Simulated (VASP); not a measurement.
A run of VASP 6.6.1 is set up as follows.

File INCAR:

```
PREC     = Accurate       # precision mode
ENCUT    = 600            # plane-wave cutoff, eV
EDIFF    = 1E-6           # SCF threshold, eV
ISMEAR   = -1             # smearing method
SIGMA    = 0.02           # smearing width, eV
LREAL    = F              # projectors in reciprocal space
LASPH    = T              # aspherical terms in the spheres
NELM     = 200            # most SCF steps
ALGO     = Normal         # electronic algorithm
ISIF     = 2              # what is computed and relaxed
LWAVE    = F              # write WAVECAR
LCHARG   = T              # write CHGCAR
LNONCOLLINEAR= T              # non-collinear magnetism
MAGMOM   = 0 0 0 0 0 0 0 0 0 # initial moments
LORBIT   = 11             # projections on sites
LSORBIT  = T              # spin-orbit coupling
GGA_COMPAT= F            
LORBMOM  = T            
GGA      = PE             # functional
LVHAR    = T            
NBANDS   = 31             # bands
```

Contents of KPOINTS:

```
Automatic mesh
0
Gamma
  6 6 6
```

File POSCAR:

```
Mg2Sn
1.0
    0.0000000000      3.3799352261      3.3799352261
    3.3799352261      0.0000000000      3.3799352261
    3.3799352261      3.3799352261      0.0000000000
Sn Mg
1 2
Direct
    0.0000000000      0.0000000000      0.0000000000
    0.2500000000      0.2500000000      0.2500000000
    0.7500000000      0.7500000000      0.7500000000
```

Potentials or basis: VASP PAW PBE potentials, release 64 (Sn_d, Mg).

Command:

```sh
$ cat potpaw_PBE.64/Sn_d/POTCAR potpaw_PBE.64/Mg/POTCAR > POTCAR
$ mpirun -np 1 vasp_ncl > vasp.out
```

**Question.** Predict the pressure.

**Answer.** 0.9 GPa.

**Question.** Estimate the net moment.

**Answer.** 0.00 μB per cell.

Moments on the atoms (μB; x, y, z):
```
Sn  0.00 0.00 0.00
Mg  0.00 0.00 0.00
Mg  0.00 0.00 0.00
```
